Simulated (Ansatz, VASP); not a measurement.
## One calculation of Rb, two programs

```xyz
2
Lattice="0.0000 4.7042 4.7042 4.7042 0.0000 4.7042 4.7042 4.7042 0.0000" Properties=species:S:1:pos:R:3 pbc="T T T"
Rb   -1.1760   -1.1760   -1.1760
Rb    1.1760    1.1760    1.1760
```

Change from the starting cell: volume scaled by 0.8, LAPW.

Alike in both runs: task single point; functional PBEsol; k mesh 8 × 8 × 8; occupations fermi-dirac, width 0.05 eV; no spin polarisation.

|  | VASP | Ansatz |
| --- | --- | --- |
| version | VASP 6.6.1 | Ansatz 0.2.0 |
| potentials or method | VASP PAW PBE potentials, release 64 (Rb_sv), cutoff 520 eV | all-electron LAPW, scalar-relativistic |

|  | VASP | Ansatz | Ansatz less VASP |
| --- | --- | --- | --- |
| pressure (GPa) | 0.3 | 0.3 | 0.00 |

VASP's potentials were made for PBE, not for PBEsol. Ansatz ran all-electron here, and VASP with PAW potentials.
